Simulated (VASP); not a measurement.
# HgTe (Fm-3m) in VASP: further runs

HgTe is run at these levels: LDA; tasks: electric field gradients, single point.

Everything below comes from runs of VASP 6.6.1. Logs are shortened: lines on timing, memory, paths and dates and some standing lists are left out, and cuts for length are marked.

**1. The cell of the first run**

The structure is cubic, space group Fm-3m (No. 225). The conventional cell has a = 5.843 Å, b = 5.843 Å, c = 5.843 Å, α = 90.00°, β = 90.00°, γ = 90.00°. Hg (site symmetry m-3m) has 6 Te at 2.92 Å within 3.8 Å. Within 3.8 Å of Te (site symmetry m-3m) lie 6 Hg at 2.92 Å.

**2. Electric field gradients, LDA**

INCAR reads:

```
SYSTEM = HgTe
ALGO     = Normal         ! electronic algorithm
EDIFF    = 1E-8           ! SCF threshold, eV
ENCUT    = 400            ! plane-wave cutoff, eV
GGA      = CA             ! functional
GGA_COMPAT= .False.      
ISIF     = 2              ! what is computed and relaxed
ISMEAR   = -1             ! smearing method
LASPH    = .True.         ! aspherical terms in the spheres
LCHARG   = .False.        ! write CHGCAR
LEFG     = .True.       
LREAL    = .False.        ! projectors in reciprocal space
LWAVE    = .False.        ! write WAVECAR
NBANDS   = 16             ! bands
NELM     = 120            ! most SCF steps
PREC     = Accurate       ! precision mode
SIGMA    = 0.08           ! smearing width, eV
```

KPOINTS reads:

```
k-points
0
Gamma
  10 10 10
  0 0 0
```

POSCAR reads:

```
HgTe
1.0
    0.0000000000      2.9215000000      2.9215000000
    2.9215000000      0.0000000000      2.9215000000
    2.9215000000      2.9215000000      0.0000000000
Hg Te
1 1
Direct
    0.0000000000      0.0000000000      0.0000000000
    0.5000000000      0.5000000000      0.5000000000
```

Potentials or basis: VASP PAW LDA potentials, release 64 (Hg, Te).

Launch:

```console
$ cat potpaw_LDA.64/Hg/POTCAR potpaw_LDA.64/Te/POTCAR > POTCAR
$ mpirun -np 1 vasp_std > vasp.out
```

OUTCAR:

```text
SYSTEM = HgTe
   EDIFF = 1E-8
   ENCUT = 400
   GGA = CA
   ISIF = 2
   ISMEAR = -1
   LASPH = .True.
   LREAL = .False.
   NELM = 120
   PREC = Accurate

 ion  position               nearest neighbor table
   1  0.000  0.000  0.000-   2 2.92   2 2.92   2 2.92   2 2.92   2 2.92   2 2.92
   2  0.500  0.500  0.500-   1 2.92   1 2.92   1 2.92   1 2.92   1 2.92   1 2.92

  LATTYP: Found a face centered cubic cell.
 ALAT       =     5.8430000000

  Lattice vectors:

 A1 = (   0.0000000000,   2.9215000000,   2.9215000000)
 A2 = (   2.9215000000,   0.0000000000,   2.9215000000)
 A3 = (   2.9215000000,   2.9215000000,   0.0000000000)

Analysis of symmetry for initial positions (statically):
=====================================================================
 Subroutine PRICEL returns:
 Original cell was already a primitive cell.

 Routine SETGRP: Setting up the symmetry group for a
 face centered cubic supercell.

 Subroutine GETGRP returns: Found 48 space group operations
 (whereof 48 operations were pure point group operations)
 out of a pool of 48 trial point group operations.

The static configuration has the point symmetry O_h .

Analysis of symmetry for dynamics (positions and initial velocities):
=====================================================================
 Subroutine PRICEL returns:
 Original cell was already a primitive cell.

 Routine SETGRP: Setting up the symmetry group for a
 face centered cubic supercell.

 Subroutine GETGRP returns: Found 48 space group operations
 (whereof 48 operations were pure point group operations)
 out of a pool of 48 trial point group operations.

The dynamic configuration has the point symmetry O_h .

 Subroutine INISYM returns: Found 48 space group operations
 (whereof 48 operations are pure point group operations),
 and found     1 'primitive' translations

----------------------------------------------------------------------------------------

                                     Primitive cell

  volume of cell :      49.8710

  direct lattice vectors                    reciprocal lattice vectors
     0.000000000  2.921500000  2.921500000    -0.171144960  0.171144960  0.171144960
     2.921500000  0.000000000  2.921500000     0.171144960 -0.171144960  0.171144960
     2.921500000  2.921500000  0.000000000     0.171144960  0.171144960 -0.171144960

  length of vectors
     4.131624922  4.131624922  4.131624922     0.296431766  0.296431766  0.296431766

  position of ions in fractional coordinates (direct lattice)
     0.000000000  0.000000000  0.000000000
     0.500000000  0.500000000  0.500000000

  ion indices of the primitive-cell ions
   primitive index   ion index
                 1           1
                 2           2

----------------------------------------------------------------------------------------

 KPOINTS: k-points

Automatic generation of k-mesh.
 Grid dimensions read from file:
 generate k-points for:   10   10   10

 Generating k-lattice:

  Cartesian coordinates                     Fractional coordinates (reciprocal lattice)
    -0.017114496  0.017114496  0.017114496     0.100000000  0.000000000  0.000000000
     0.017114496 -0.017114496  0.017114496     0.000000000  0.100000000  0.000000000
     0.017114496  0.017114496 -0.017114496     0.000000000  0.000000000  0.100000000

  Length of vectors
     0.029643177  0.029643177  0.029643177

  Shift w.r.t. Gamma in fractional coordinates (k-lattice)
     0.000000000  0.000000000  0.000000000

 Subroutine IBZKPT returns following result:
 ===========================================

 Found     47 irreducible k-points:

 Following reciprocal coordinates:
            Coordinates               Weight
  0.000000  0.000000  0.000000      1.000000
  0.100000  0.000000  0.000000      8.000000
  0.200000  0.000000  0.000000      8.000000
  0.300000  0.000000  0.000000      8.000000
  0.400000  0.000000  0.000000      8.000000
  0.500000  0.000000  0.000000      4.000000
[... 16 lines left out ...]
  0.300000  0.300000  0.000000      6.000000
  0.400000  0.300000  0.000000     24.000000
 [... further k-points ...]
   k-points           NKPTS =     47   k-points in BZ     NKDIM =     47   number of bands    NBANDS=     16
   number of dos      NEDOS =    301   number of ions     NIONS =      2
   total plane-waves  NPLWV =  21952
   dimension x,y,z NGX =    28 NGY =   28 NGZ =   28
   dimension x,y,z NGXF=    56 NGYF=   56 NGZF=   56
   ions per type =               1   1
   NGX,Y,Z   is equivalent  to a cutoff of  11.27, 11.27, 11.27 a.u.
   NGXF,Y,Z  is equivalent  to a cutoff of  22.53, 22.53, 22.53 a.u.
 SYSTEM =  HgTe
   PREC   = accura    normal or accurate (medium, high low for compatibility)
   ISTART =      0    job   : 0-new  1-cont  2-samecut
   ICHARG =      2    charge: 1-file 2-atom 10-const
   ISPIN  =      1    spin polarized calculation?
   LNONCOLLINEAR =      F non collinear calculations
   LSORBIT =      F    spin-orbit coupling
   LASPH  =      T    aspherical Exc in radial PAW
   ENCUT  =  400.0 eV  29.40 Ry    5.42 a.u.   6.74  6.74  6.74*2*pi/ulx,y,z
   NELM   =    120;   NELMIN=  2; NELMDL= -5     # of ELM steps
   EDIFF  = 0.1E-07   stopping-criterion for ELM
   LREAL  =      F    real-space projection
   EDIFFG = 0.1E-06   stopping-criterion for IOM
   NSW    =      0    number of steps for IOM
   IBRION =     -1    ionic relax: 0-MD 1-quasi-New 2-CG
   NFREE  =      0    steps in history (QN), initial steepest desc. (CG)
   ISIF   =      2    stress and relaxation
   ISYM   =      2    0-nonsym 1-usesym 2-fastsym
   POTIM  = 0.5000    time-step for ionic-motion
   TEBEG  =    0.0;   TEEND  =   0.0 temperature during run
   PSTRESS=    0.0 pullay stress
   NELECT =      18.0000    total number of electrons
   NUPDOWN=      -1.0000    fix difference up-down
   EMIN   =  10.00;   EMAX   =-10.00  energy-range for DOS
   EFERMI =   0.00;   METHOD = LEGACY
   ISMEAR =    -1;   SIGMA  =   0.08  broadening in eV -4-tet -1-fermi 0-gaus
   EFERMI_NEDOS =   21; number of points for ismear=-14 and -15
   IALGO  =     38    algorithm
   IMIX   =      4    mixing-type and parameters
     AMIX     =   0.40;   BMIX     =  1.00
     AMIX_MAG =   1.60;   BMIX_MAG =  1.00
  volume/ion in A,a.u.               =      24.94       168.27
  Fermi-wavevector in a.u.,A,eV,Ry     =   1.165601  2.202666 18.485213  1.358625
  Thomas-Fermi vector in A             =   2.302124
   LORBIT       =      0    0 simple, 1 ext, 2 COOP (PROOUT), +10 PAW based schemes
   GGA     = CA    functional components
   LHFCALC =     F    Hartree Fock is set to
   AEXX    =    0.0000 exact exchange contribution
   IVDW    =     0    specifies the selected vdW correction
   LEPSILON=     F    determine dielectric tensor
   LRPA    =     F    only Hartree local field effects (RPA)
 non-spin polarized calculation
  energy-cutoff  :      400.00
  volume of cell :       49.87
 maximum number of plane-waves:       934
   NGX = 13   NGY = 13   NGZ = 13

 number of electron      18.0000007 magnetization

 Free energy of the ion-electron system (eV)
  ---------------------------------------------------
  ext. energy  EPLUGINS =         0.00000000
  ---------------------------------------------------
  free energy    TOTEN  =        -4.89874509 eV

  energy without entropy =       -4.88641203  energy(sigma->0) =       -4.89257856

 E-fermi :   5.7811     XC(G=0): -10.7500

 val. band max:        5.6854199554   @ k =   0.5000   0.1000   0.0000
 cond. band min:       5.8957511736   @ k =  -0.2000   0.1000   0.0000
 fundamental gap:      0.2103312182
 Fermi energy:         5.7810913870

 k-point     1 :       0.0000    0.0000    0.0000
  band No.  band energies     occupation
      1      -7.2802      2.00000
      2      -1.4718      2.00000
      3      -1.4718      2.00000
      4      -1.4043      2.00000
      5      -1.4043      2.00000
      6      -1.4043      2.00000
[... 8 lines left out ...]
     15      13.7704      0.00000
     16      13.7704      0.00000

 k-point     2 :       0.1000    0.0000    0.0000
  band No.  band energies     occupation
      1      -7.1714      2.00000
      2      -1.5187      2.00000
      3      -1.5187      2.00000
      4      -1.4232      2.00000
      5      -1.3864      2.00000
      6      -1.3864      2.00000
[... 8 lines left out ...]
     15      13.9203      0.00000
     16      13.9203      0.00000
[... 387 lines left out ...]
      5      -1.2273      2.00000
      6      -1.2273      2.00000
[... 8 lines left out ...]
     15      17.6015      0.00000
     16      18.1318      0.00000

 k-point    24 :       0.4000    0.3000    0.0000
  band No.  band energies     occupation
      1      -6.0918      2.00000
      2      -1.6412      2.00000
      3      -1.5632      2.00000
      4      -1.4416      2.00000
      5      -1.1484      2.00000
      6      -1.1483      2.00000
[... 8 lines left out ...]
     15      18.1025      0.00000
     16      18.1766      0.00000

 [... further k-points ...]
[... 5 lines left out ...]
  --------------------------------------------------------------------------------------
  -------------------------------------------------------------------------------------
  Total        1.3636193      1.3636193      1.3636193      0.0000000      0.0000000      0.0000000
  in kB       43.8082653     43.8082653     43.8082653      0.0000000      0.0000000      0.0000000
  external PRESSURE =      43.8082653 kB  Pullay stress =       0.0000000 kB

 VOLUME and BASIS-vectors are now :
 -----------------------------------------------------------------------------
  energy-cutoff  :      400.00
  volume of cell :       49.87
      direct lattice vectors                 reciprocal lattice vectors
     0.000000000  2.921500000  2.921500000    -0.171144960  0.171144960  0.171144960
     2.921500000  0.000000000  2.921500000     0.171144960 -0.171144960  0.171144960
     2.921500000  2.921500000  0.000000000     0.171144960  0.171144960 -0.171144960

 POSITION                                       TOTAL-FORCE (eV/Angst)
 -----------------------------------------------------------------------------------
      0.00000      0.00000      0.00000        -0.000000      0.000000      0.000000
      2.92150      2.92150      2.92150         0.000000     -0.000000     -0.000000
 -----------------------------------------------------------------------------------
    total drift:                               -0.000000      0.000000      0.000000

  FREE ENERGIE OF THE ION-ELECTRON SYSTEM (eV)
  ---------------------------------------------------
  free  energy   TOTEN  =        -4.8987450901 eV

  energy  without entropy=       -4.8864120263  energy(sigma->0) =       -4.89257856

 Electric field gradients (V/A^2)
---------------------------------------------------------------------
 ion       V_xx      V_yy      V_zz      V_xy      V_xz      V_yz
---------------------------------------------------------------------
   1       0.000     0.000    -0.000     0.001     0.001     0.001
   2      -0.000    -0.000     0.000     0.000     0.000     0.000
---------------------------------------------------------------------

 Electric field gradients after diagonalization (V/A^2)
 (convention: |V_zz| > |V_xx| > |V_yy|)
----------------------------------------------------------------------
 ion       V_xx      V_yy      V_zz     asymmetry (V_yy - V_xx)/ V_zz
----------------------------------------------------------------------
   1      -0.001    -0.001     0.002       0.000
   2      -0.000    -0.000     0.000       0.000
----------------------------------------------------------------------

           NMR quadrupolar parameters

 Cq : quadrupolar parameter    Cq=e*Q*V_zz/h
 eta: asymmetry parameters     (V_yy - V_xx)/ V_zz
 Q  : nuclear electric quadrupole moment in mb (millibarn)
----------------------------------------------------------------------
 ion       Cq(MHz)       eta       Q (mb)
----------------------------------------------------------------------
   1       0.000       0.000       1.000
   2       0.000       0.000       1.000
----------------------------------------------------------------------
```

Run time: 36 s. Hardware: 1 thread of Intel Xeon 8259CL, shared host; peak memory 0.16 GiB.

Results:

* Free energy: -4.8987 eV
* Pressure: 4.4 GPa
* Band gap on the k mesh: zero (bands 9 and 10 overlap by 3.25 eV)
* Largest electric field gradient by atom: zero within the noise of the run

Caveat: the cell stands under pressure; spin-orbit coupling is left out, which moves the levels of the heavy elements.

[end of part 1 of 3]
